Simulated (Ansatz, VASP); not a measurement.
## Two plane-wave programs on WC

INCAR

```
  ALGO = Normal
  EDIFF = 1E-8
  ENCUT = 910
  GGA = PS
  GGA_COMPAT = False
  ISIF = 2
  ISMEAR = -1
  LASPH = True
  LCHARG = False
  LEFG = True
  LREAL = False
  LWAVE = False
  NBANDS = 16
  NELM = 120
  PREC = Accurate
  SIGMA = 0.05
```

KPOINTS

```
k-points
0
Gamma
  13 13 12
```

The input POSCAR:

```
WC
1.0
    2.9005014360      0.0000000000      0.0000000000
   -1.4502507180      2.5119079273      0.0000000000
    0.0000000000      0.0000000000      2.8290000000
W C
1 1
Direct
    0.0000000000      0.0000000000      0.0000000000
    0.6666666667      0.3333333333      0.5000000000
```

Input for Ansatz:

```yaml
crystal:
  lattice:
    - [2.900501436, 0.0, 0.0]
    - [-1.450250718, 2.5119079273, 0.0]
    - [0.0, 0.0, 2.829]
  atoms:
    - { symbol: W, position: [0.0, 0.0, 0.0] }
    - { symbol: C, position: [0.6666666667, 0.3333333333, 0.5] }
kpoints:
  mp_grid: { grid: [13, 13, 12] }
  band_path:
    path:
      - [0.0, 0.0, 0.0]
      - [0.5, 0.0, 0.0]
      - [0.3333333333, 0.3333333333, 0.0]
      - [0.0, 0.0, 0.0]
      - [0.0, 0.0, 0.5]
      - [0.5, 0.0, 0.5]
      - [0.3333333333, 0.3333333333, 0.5]
      - [0.0, 0.0, 0.5]
      - [0.5, 0.0, 0.5]
    npoints: 14
scf:
  occupations: { method: fermi_dirac, width: 0.05 }
hamiltonian:
  xc: pbesol
  pseudopotentials: { kind: paw }
output:
  forces: true
  stress: true
  eigenvalues: true
  efg: { contact_densities: true }
  populations: true
  bader: true
  dos: { projected: true, de: 0.2, e_range: [-14, 8] }
  write_density: true
  write_potential: true
  elf: true
  volumetric_format: npy
```

Alike in both runs: task electric field gradients; functional PBEsol; k mesh 13 × 13 × 12; occupations fermi-dirac, width 0.05 eV; no spin polarisation.

```csv
,VASP,Ansatz
version,VASP 6.6.1,Ansatz 0.2.0
potentials or method,"VASP PAW PBE potentials, release 64 (W_sv, C_h)","PAW with Ansatz's default frozen-core files, scalar-relativistic"
plane-wave cutoff (eV),910,420
valence electrons in the cell,18,18
```

```tsv
	VASP	Ansatz	Ansatz less VASP
size of Vzz on the site where it differs most (V/Å²)	147.3	143.2	-4.13
```

VASP's potentials were made for PBE, not for PBEsol.

Neither program's run includes spin-orbit coupling. Noted on VASP's run: the cutoff is short for stress, so the pressure is rough.
